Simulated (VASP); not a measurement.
A run of VASP 6.6.1 is set up as follows.

File INCAR:

```
PREC = Accurate ; ENCUT = 500
EDIFF = 1E-8 ; ISMEAR = 1
SIGMA = 0.1 ; LREAL = F
LASPH = T ; NELM = 120
ALGO = Normal ; ISIF = 2
LWAVE = F ; LCHARG = F
GGA = CA ; NBANDS = 22
IBRION = 8 ; NSW = 1
GGA_COMPAT = F
```

File KPOINTS:

```
regular mesh
0
Gamma
  14 14 8
```

File POSCAR:

```
Rh
1.0
    2.7309790400      0.0000000000      0.0000000000
   -1.3654895200      2.3650972300      0.0000000000
    0.0000000000      0.0000000000      4.4284890000
Rh
2
Direct
    0.6666666675      0.3333333277      0.7500000000
    0.3333333304      0.6666666681      0.2500000000
```

Potentials or basis: VASP PAW LDA potentials, release 64 (Rh_pv).

Run with:

```bash
$ cat potpaw_LDA.64/Rh_pv/POTCAR > POTCAR
$ mpirun -np 1 vasp_std > vasp.out
```

Q: Predict the highest phonon frequency at Γ.

A: 211 cm⁻¹.

Phonon frequencies in cm⁻¹ (negative: imaginary):
| q point | frequencies |
| --- | --- |
| (0.000, 0.000, 0.000) | 0 0 0 140 140 211 |

Caveat: the cell wasn't relaxed at this level first, which shifts response properties.
